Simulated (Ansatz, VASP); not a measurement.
**Ge: VASP beside Ansatz**

INCAR

```
PREC = Accurate
ENCUT = 520
EDIFF = 1E-6
ISMEAR = -1
SIGMA = 0.05
LREAL = F
LASPH = T
NELM = 100
ALGO = Normal
ISIF = 2
LWAVE = F
LCHARG = F
GGA = PS
NBANDS = 21
```

The input KPOINTS:

```
regular mesh
0
Gamma
  11 11 11
```

Contents of POSCAR:

```
Ge
1.0
    0.0565754000      2.8570577000      2.8570577000
    2.8570577000      0.0565754000      2.8570577000
    2.8570577000      2.8570577000      0.0565754000
Ge
2
Direct
    0.5000000000      0.5000000000      0.5000000000
    0.7500000000      0.7500000000      0.7500000000
```

Input for Ansatz:

```yaml
crystal:
  lattice:
    - [0.0565754, 2.8570577, 2.8570577]
    - [2.8570577, 0.0565754, 2.8570577]
    - [2.8570577, 2.8570577, 0.0565754]
  atoms:
    - { symbol: Ge, position: [0.5, 0.5, 0.5] }
    - { symbol: Ge, position: [0.75, 0.75, 0.75] }
kpoints:
  mp_grid: { grid: [11, 11, 11] }
  band_path:
    path:
      - [0.0, 0.0, 0.0]
      - [0.5, 0.5, 0.5]
      - [0.2451701269, 0.5, 0.7548298731]
      - [-0.2451701269, 0.2451701269, 0.5]
      - [0.0, 0.0, 0.5]
      - [0.0, 0.0, 0.0]
      - [-0.3725850634, 0.0, 0.3725850634]
      - [0.0, 0.3725850634, 0.6274149366]
      - [0.0, 0.5, 0.5]
    npoints: 5
scf:
  occupations: { method: fermi_dirac, width: 0.05 }
hamiltonian:
  xc: pbesol
  pseudopotentials: { kind: all_electron, lapw: { basis_error: 0.0005 } }
output:
  forces: true
  stress: true
  eigenvalues: true
```

Change from the starting cell: equal xy, yz and zx shear strains of +2 %.

Alike in both runs: task single point; functional PBEsol; k mesh 11 × 11 × 11; occupations fermi-dirac, width 0.05 eV; no spin polarisation.

```csv
,VASP,Ansatz
version,VASP 6.6.1,Ansatz 0.2.0
potentials or method,"VASP PAW PBE potentials, release 64 (Ge_d), cutoff 520 eV","all-electron LAPW, scalar-relativistic"
```

```csv
,VASP,Ansatz,Ansatz less VASP
pressure (GPa),0.5,0.8,+0.30
"traceless stress, the component that is largest in VASP (GPa)",-1.60,-1.59,+0.002
rms of the force components (eV/Å),0.155,0.156,+0.0013
```

VASP's potentials were made for PBE, not for PBEsol. Atom by atom the forces differ by 0.001 eV/Å (rms over components). Ansatz ran all-electron here, and VASP with PAW potentials.
